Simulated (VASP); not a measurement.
A run of VASP 6.6.1:

File INCAR:

```
SYSTEM = Hf8O17
ALGO = Normal
EDIFF = 1E-6
ENCUT = 520
GGA = PE
GGA_COMPAT = .FALSE.
ISIF = 2
ISMEAR = -1
LASPH = .TRUE.
LCHARG = .TRUE.
LELF = .TRUE.
LREAL = .FALSE.
LVHAR = .TRUE.
LWAVE = .FALSE.
NBANDS = 109
NELM = 120
PREC = Accurate
SIGMA = 0.01
```

File KPOINTS:

```
Automatic mesh
0
Gamma
  1 1 1
  0.25 0.25 0.25
```

Contents of POSCAR:

```
Hf8O17
1.0
   -0.8928957600      5.2118650200      5.2772089100
    4.2682157100      0.0000000000      5.2721038500
    5.1611114700      5.2118650200     -0.0051050600
Hf O
8 17
Direct
    0.4320349802      0.2775896244      0.0044431973
    0.9337347757      0.7647125476      0.5184554142
   -0.0070590483      0.7877809112      0.9505457648
    0.4940039586      0.2746113037      0.4438057469
    0.0350346279      0.2384773655      0.4988014099
    0.5466831667      0.7527078492      0.9742187349
    0.4745564156      0.7246263039      0.5586668057
    0.9752630457      0.2293296199      0.0591926283
    0.1173199772      0.8467591044      0.6170667033
    0.6188293222      0.3528819711      0.1129879063
    0.0940938447      0.4231589610      0.1366551425
    0.5903908408      0.9205203967      0.6369075383
    0.3546385616      0.6626987915      0.8927113449
    0.8528924991      0.1577197732      0.3976066308
    0.3779737448      0.0871069944      0.3666853335
    0.8803777318      0.5907357858      0.8653696051
    0.2934359304      0.0518507120      0.0265786457
    0.7869107972      0.5285189586      0.5687860847
    0.0368010110      0.1217225411      0.8097765226
    0.6431064969      0.6408151318      0.2628811700
    0.1775358063      0.4636806370      0.4695136746
    0.6889941080      0.9954348436      0.9329648123
    0.4497946886      0.3877675954      0.6869478503
    0.9395406117      0.8835262331      0.2035381381
    0.4204785545      0.6602926925      0.3161358656
```

Potentials or basis: VASP PAW PBE potentials, release 64 (Hf_pv, O).

The run is started by

```sh
$ cat potpaw_PBE.64/Hf_pv/POTCAR potpaw_PBE.64/O/POTCAR > POTCAR
$ mpirun -np 1 vasp_std > vasp.out
```

Hardware: 1 thread of Intel(R) Xeon(R) Platinum 8488C (Sapphire Rapids), with other jobs on the host.

Q: How long does it take, and how much memory?

A: Wall time 110 s on 1 thread of Intel(R) Xeon(R) Platinum 8488C (Sapphire Rapids), on a shared host, peak memory 0.39 GiB. Counts: scf iterations 16, k points 2.
